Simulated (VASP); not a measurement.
# ZnS (Imm2) in VASP: settings compared

The runs below take ZnS through single point, with PBE, r2SCAN.

Program: VASP 6.6.1. These are calculated values, not measurements. Logs are shortened: lines on timing, memory, paths and dates and some standing lists are left out, and cuts for length are marked.

### Step 1. The cell of the first run

Symmetry: Imm2, No. 44, orthorhombic system. The conventional cell has a = 3.718 Å, b = 3.902 Å, c = 5.388 Å, α = 90.00°, β = 90.00°, γ = 90.00°. Zn (site symmetry mm2) has 4 S at 2.32 to 2.34 Å within 3.1 Å. S (site symmetry mm2) has 4 Zn at 2.32 to 2.34 Å within 3.1 Å.

### Step 2. Single point, PBE (shear xy strain -4.8%)

INCAR

```
ALGO = Normal ; EDIFF = 1E-7
ENCUT = 520 ; GGA = PE
ISIF = 2 ; ISMEAR = -1
LASPH = True ; LCHARG = True
LELF = True ; LREAL = False
LVHAR = True ; LWAVE = False
NBANDS = 16 ; NELM = 60
PREC = Accurate ; SIGMA = 0.02
```

KPOINTS

```
k-points
0
Gamma
  8 8 8
```

POSCAR

```
ZnS
1.0
   -0.0651968772      2.6940858343      2.6940858343
    2.6940858343     -0.0651968772      2.6940858343
    2.6288889571      2.6288889571      0.0000000000
Zn S
1 1
Direct
   -0.0043065566     -0.0043065566      0.0043065566
    0.2543065566      0.2543065566      0.2456934434
```

Potentials or basis: VASP PAW PBE potentials, release 64 (Zn, S).

On the command line:

```bash
cat potpaw_PBE.64/Zn/POTCAR potpaw_PBE.64/S/POTCAR > POTCAR
mpirun -np 1 vasp_std > vasp.out
```

OUTCAR:

```text
EDIFF = 1E-7
   ENCUT = 520
   GGA = PE
   ISIF = 2
   ISMEAR = -1
   LASPH = True
   LREAL = False
   NELM = 60
   PREC = Accurate

 ion  position               nearest neighbor table
   1  0.996  0.996  0.004-   2 2.32   2 2.32   2 2.34   2 2.34
   2  0.254  0.254  0.246-   1 2.32   1 2.32   1 2.34   1 2.34

  LATTYP: Found a body centered orthorhombic cell.
 ALAT       =     3.7178104171
 B/A-ratio  =     1.0496003279
 C/A-ratio  =     1.4492862906

  Lattice vectors:

 A1 = (   0.0651968772,  -2.6940858343,  -2.6940858343)
 A2 = (  -0.0651968772,   2.6940858343,  -2.6940858343)
 A3 = (   2.6940858343,  -0.0651968772,   2.6940858343)

Analysis of symmetry for initial positions (statically):
=====================================================================
 Subroutine PRICEL returns:
 Original cell was already a primitive cell.

 Routine SETGRP: Setting up the symmetry group for a
 body centered orthorhombic supercell.

 Subroutine GETGRP returns: Found  4 space group operations
 (whereof  4 operations were pure point group operations)
 out of a pool of  8 trial point group operations.

The static configuration has the point symmetry C_2v.

Analysis of symmetry for dynamics (positions and initial velocities):
=====================================================================
 Subroutine PRICEL returns:
 Original cell was already a primitive cell.

 Routine SETGRP: Setting up the symmetry group for a
 body centered orthorhombic supercell.

 Subroutine GETGRP returns: Found  4 space group operations
 (whereof  4 operations were pure point group operations)
 out of a pool of  8 trial point group operations.

The dynamic configuration has the point symmetry C_2v.

 Subroutine INISYM returns: Found  4 space group operations
 (whereof  4 operations are pure point group operations),
 and found     1 'primitive' translations

----------------------------------------------------------------------------------------

                                     Primitive cell

  volume of cell :      39.0850

  direct lattice vectors                    reciprocal lattice vectors
    -0.065196877  2.694085834  2.694085834    -0.181206514  0.181206514  0.185591711
     2.694085834 -0.065196877  2.694085834     0.181206514 -0.181206514  0.185591711
     2.628888957  2.628888957  0.000000000     0.190194416  0.190194416 -0.185591711

  length of vectors
     3.810570508  3.810570508  3.717810417     0.316410942  0.316410942  0.326790629

  position of ions in fractional coordinates (direct lattice)
     0.995693443  0.995693443  0.004306557
     0.254306557  0.254306557  0.245693443

  ion indices of the primitive-cell ions
   primitive index   ion index
                 1           1
                 2           2

----------------------------------------------------------------------------------------

 KPOINTS: k-points

Automatic generation of k-mesh.
 Grid dimensions read from file:
 generate k-points for:    8    8    8

 Generating k-lattice:

  Cartesian coordinates                     Fractional coordinates (reciprocal lattice)
    -0.022650814  0.022650814  0.023198964     0.125000000 -0.000000000  0.000000000
     0.022650814 -0.022650814  0.023198964    -0.000000000  0.125000000  0.000000000
     0.023774302  0.023774302 -0.023198964     0.000000000  0.000000000  0.125000000

  Length of vectors
     0.039551368  0.039551368  0.040848829

  Shift w.r.t. Gamma in fractional coordinates (k-lattice)
     0.000000000  0.000000000  0.000000000

 Subroutine IBZKPT returns following result:
 ===========================================

 Found     95 irreducible k-points:

 Following reciprocal coordinates:
            Coordinates               Weight
  0.000000  0.000000  0.000000      1.000000
  0.125000  0.000000  0.000000      4.000000
  0.250000  0.000000  0.000000      4.000000
  0.375000  0.000000  0.000000      4.000000
  0.500000  0.000000  0.000000      2.000000
  0.125000  0.125000  0.000000      2.000000
[... 16 lines left out ...]
  0.125000  0.000000  0.125000      4.000000
  0.250000  0.000000  0.125000      8.000000
 [... further k-points ...]
   k-points           NKPTS =     95   k-points in BZ     NKDIM =     95   number of bands    NBANDS=     16
   number of dos      NEDOS =    301   number of ions     NIONS =      2
   total plane-waves  NPLWV =  21952
   dimension x,y,z NGX =    28 NGY =   28 NGZ =   28
   dimension x,y,z NGXF=    56 NGYF=   56 NGZF=   56
   ions per type =               1   1
   NGX,Y,Z   is equivalent  to a cutoff of  12.22, 12.22, 12.52 a.u.
   NGXF,Y,Z  is equivalent  to a cutoff of  24.43, 24.43, 25.04 a.u.
 SYSTEM =  unknown system
   PREC   = accura    normal or accurate (medium, high low for compatibility)
   ISTART =      0    job   : 0-new  1-cont  2-samecut
   ICHARG =      2    charge: 1-file 2-atom 10-const
   ISPIN  =      1    spin polarized calculation?
   LNONCOLLINEAR =      F non collinear calculations
   LSORBIT =      F    spin-orbit coupling
   LASPH  =      T    aspherical Exc in radial PAW
   ENCUT  =  520.0 eV  38.22 Ry    6.18 a.u.   7.09  7.09  6.91*2*pi/ulx,y,z
   NELM   =     60;   NELMIN=  2; NELMDL= -5     # of ELM steps
   EDIFF  = 0.1E-06   stopping-criterion for ELM
   LREAL  =      F    real-space projection
   EDIFFG = 0.1E-05   stopping-criterion for IOM
   NSW    =      0    number of steps for IOM
   IBRION =     -1    ionic relax: 0-MD 1-quasi-New 2-CG
   NFREE  =      0    steps in history (QN), initial steepest desc. (CG)
   ISIF   =      2    stress and relaxation
   ISYM   =      2    0-nonsym 1-usesym 2-fastsym
   POTIM  = 0.5000    time-step for ionic-motion
   TEBEG  =    0.0;   TEEND  =   0.0 temperature during run
   PSTRESS=    0.0 pullay stress
   NELECT =      18.0000    total number of electrons
   NUPDOWN=      -1.0000    fix difference up-down
   EMIN   =  10.00;   EMAX   =-10.00  energy-range for DOS
   EFERMI =   0.00;   METHOD = LEGACY
   ISMEAR =    -1;   SIGMA  =   0.02  broadening in eV -4-tet -1-fermi 0-gaus
   EFERMI_NEDOS =   21; number of points for ismear=-14 and -15
   IALGO  =     38    algorithm
   IMIX   =      4    mixing-type and parameters
     AMIX     =   0.40;   BMIX     =  1.00
     AMIX_MAG =   1.60;   BMIX_MAG =  1.00
  volume/ion in A,a.u.               =      19.54       131.88
  Fermi-wavevector in a.u.,A,eV,Ry     =   1.264239  2.389065 21.746181  1.598299
  Thomas-Fermi vector in A             =   2.397554
   LORBIT       =      0    0 simple, 1 ext, 2 COOP (PROOUT), +10 PAW based schemes
   GGA     = PE    functional components
   LHFCALC =     F    Hartree Fock is set to
   AEXX    =    0.0000 exact exchange contribution
   IVDW    =     0    specifies the selected vdW correction
   LEPSILON=     F    determine dielectric tensor
   LRPA    =     F    only Hartree local field effects (RPA)
 non-spin polarized calculation
  energy-cutoff  :      520.00
  volume of cell :       39.08
 maximum number of plane-waves:      1067
   NGX = 15   NGY = 15   NGZ = 13

 number of electron      17.9999999 magnetization

 Free energy of the ion-electron system (eV)
  ---------------------------------------------------
  ext. energy  EPLUGINS =         0.00000000
  ---------------------------------------------------
  free energy    TOTEN  =        -6.82873452 eV

  energy without entropy =       -6.82873452  energy(sigma->0) =       -6.82873452

 E-fermi :   2.6886     XC(G=0):  -9.6763

 val. band max:        2.3288802126   @ k =   0.0000   0.0000   0.0000
 cond. band min:       4.3151750995   @ k =   0.0000   0.0000   0.0000
 fundamental gap:      1.9862948868
 Fermi energy:         2.6886053781

 k-point     1 :       0.0000    0.0000    0.0000
  band No.  band energies     occupation
      1     -11.0070      2.00000
      2      -4.1943      2.00000
      3      -4.1807      2.00000
      4      -4.1617      2.00000
      5      -3.6740      2.00000
      6      -3.6716      2.00000
[... 8 lines left out ...]
     15      13.9955      0.00000
     16      14.1303      0.00000

 k-point     2 :       0.1250    0.0000    0.0000
  band No.  band energies     occupation
      1     -10.8934      2.00000
      2      -4.1909      2.00000
      3      -4.1607      2.00000
      4      -4.1424      2.00000
      5      -3.6763      2.00000
      6      -3.6721      2.00000
[... 8 lines left out ...]
     15      13.5095      0.00000
     16      14.9208      0.00000

 k-point     3 :       0.2500    0.0000    0.0000
  band No.  band energies     occupation
      1     -10.5966      2.00000
      2      -4.1479      2.00000
      3      -4.1087      2.00000
      4      -4.1003      2.00000
      5      -3.6756      2.00000
      6      -3.6666      2.00000
[... 8 lines left out ...]
     15      13.4321      0.00000
     16      14.5741      0.00000

 k-point     4 :       0.3750    0.0000    0.0000
  band No.  band energies     occupation
      1     -10.2594      2.00000
      2      -4.0759      2.00000
      3      -4.0667      2.00000
      4      -3.9325      2.00000
      5      -3.6620      2.00000
      6      -3.6490      2.00000
[... 8 lines left out ...]
     15      14.2453      0.00000
     16      14.5761      0.00000
[... 324 lines left out ...]
 k-point    22 :       0.0000    0.0000    0.1250
  band No.  band energies     occupation
      1     -10.8827      2.00000
      2      -4.1744      2.00000
      3      -4.1707      2.00000
      4      -4.1485      2.00000
      5      -3.6749      2.00000
      6      -3.6749      2.00000
[... 8 lines left out ...]
     15      13.3760      0.00000
     16      14.9138      0.00000

 k-point    23 :       0.1250    0.0000    0.1250
  band No.  band energies     occupation
      1     -10.8481      2.00000
      2      -4.2033      2.00000
      3      -4.1402      2.00000
      4      -4.1351      2.00000
      5      -3.6893      2.00000
      6      -3.6621      2.00000
[... 8 lines left out ...]
     15      14.1673      0.00000
     16      15.4270      0.00000

 k-point    24 :       0.2500    0.0000    0.1250
  band No.  band energies     occupation
      1     -10.6141      2.00000
      2      -4.1941      2.00000
      3      -4.0909      2.00000
      4      -4.0860      2.00000
      5      -3.6963      2.00000
      6      -3.6526      2.00000
[... 8 lines left out ...]
     15      14.1717      0.00000
     16      16.1301      0.00000

 [... further k-points ...]
[... 5 lines left out ...]
  --------------------------------------------------------------------------------------
  -------------------------------------------------------------------------------------
  Total        0.6087591      0.6087591      0.5970663      0.5675804      0.0000000      0.0000000
  in kB       24.9543440     24.9543440     24.4750341     23.2663440      0.0000000      0.0000000
  external PRESSURE =      24.7945741 kB  Pullay stress =       0.0000000 kB

 VOLUME and BASIS-vectors are now :
 -----------------------------------------------------------------------------
  energy-cutoff  :      520.00
  volume of cell :       39.08
      direct lattice vectors                 reciprocal lattice vectors
    -0.065196877  2.694085834  2.694085834    -0.181206514  0.181206514  0.185591711
     2.694085834 -0.065196877  2.694085834     0.181206514 -0.181206514  0.185591711
     2.628888957  2.628888957  0.000000000     0.190194416  0.190194416 -0.185591711

 POSITION                                       TOTAL-FORCE (eV/Angst)
 -----------------------------------------------------------------------------------
      2.62889      2.62889      5.36497         0.000000      0.000000     -0.015054
      1.31444      1.31444      1.37025         0.000000      0.000000      0.015054
 -----------------------------------------------------------------------------------
    total drift:                               -0.000002     -0.000002     -0.000007

  FREE ENERGIE OF THE ION-ELECTRON SYSTEM (eV)
  ---------------------------------------------------
  free  energy   TOTEN  =        -6.8287345194 eV

  energy  without entropy=       -6.8287345194  energy(sigma->0) =       -6.82873452
```

Run time: 44 s. Hardware: 1 thread of Intel Xeon 6975P-C, shared host; peak memory 0.19 GiB.

Results:

- Free energy: -6.8287 eV
- Pressure: 2.5 GPa
- Largest force: 0.015 eV/Å
- Band gap on the k mesh: 1.99 eV, direct

Forces in eV/Å, atoms in the order of the input:
```
Zn   0.000  0.000 -0.015
S    0.000  0.000  0.015
```

Levels at points of the mesh, in eV from the valence-band top:
```csv
k point,band 7,band 8,band 9,band 10,band 11,band 12
"(0.00, 0.00, 0.00)",-0.26,-0.15,0.00,1.99,5.95,6.30
"(0.50, 0.00, 0.00)",-5.52,-1.01,-0.84,3.38,6.87,7.01
"(0.50, 0.50, 0.00)",-4.73,-2.63,-2.12,3.06,4.14,10.91
"(0.00, 0.00, 0.50)",-5.42,-1.17,-1.02,3.00,6.60,6.70
"(0.50, 0.00, 0.50)",-4.72,-2.38,-2.38,3.25,3.94,10.72
```

Caveat: the cell differs from its parent crystal (shear xy strain -4.8%).

### Step 3. Single point, r2SCAN (shear xy strain -4.8%)

POSCAR is that of step 2.

INCAR.step1

```
SYSTEM = ZnS
  PREC = Accurate
  ENCUT = 520
  ISMEAR = 0
  SIGMA = 0.01
  LREAL = .False.
  LASPH = .True.
  NELM = 100
  NBANDS = 16
  GGA = PE
  ALGO = Normal
  EDIFF = 1E-4
  LWAVE = .True.
  LCHARG = .False.
```

INCAR.step2

```
SYSTEM = ZnS
  PREC = Accurate
  ENCUT = 520
  EDIFF = 1E-6
  ISMEAR = 0
  SIGMA = 0.01
  LREAL = .False.
  LASPH = .True.
  NELM = 100
  ALGO = Normal
  ISIF = 2
  LWAVE = .False.
  LCHARG = .False.
  METAGGA = R2SCAN
  LMIXTAU = .True.
  NBANDS = 16
  ISTART = 1
```

KPOINTS

```
Automatic mesh
0
Gamma
  8 8 8
  0 0 0
```

Potentials or basis: VASP PAW PBE potentials, release 64 (Zn, S).

On the command line:

```bash
cat potpaw_PBE.64/Zn/POTCAR potpaw_PBE.64/S/POTCAR > POTCAR
cp INCAR.step1 INCAR
mpirun -np 1 vasp_std > vasp.out
cp INCAR.step2 INCAR
mpirun -np 1 vasp_std > vasp.out
```

It took 3.6 min on 1 thread of Intel Xeon 6975P-C, shared host; peak memory 0.2 GiB.

It converged, with:

```yaml
Free_energy: -18.8519 eV
Pressure: 0.0 GPa
Band_gap_on_the_k_mesh: 2.54 eV, direct
```

Stress tensor (GPa, compression positive):
```
 0.03  2.45  0.00
 2.45  0.03  0.00
 0.00  0.00 -0.01
```

Levels at points of the mesh, in eV from the valence-band top:
```
           k point  band 6  band 7  band 8  band 9  band 10  band 11  band 12  band 13
(0.00, 0.00, 0.00)   -6.12   -0.27   -0.16    0.00     2.54     6.44     6.81     7.10
(0.50, 0.00, 0.00)   -5.95   -5.63   -1.04   -0.86     3.89     7.34     7.48     9.25
(0.50, 0.50, 0.00)   -5.90   -4.79   -2.71   -2.18     3.38     4.54    11.69    12.74
(0.00, 0.00, 0.50)   -5.89   -5.54   -1.20   -1.04     3.49     7.05     7.16     9.32
(0.50, 0.00, 0.50)   -5.91   -4.78   -2.45   -2.45     3.56     4.34    11.49    12.65
```

Caveat: the cell differs from its parent crystal (shear xy strain -4.8%); the PAW data sets were made with another functional, which shifts forces and pressure a little.
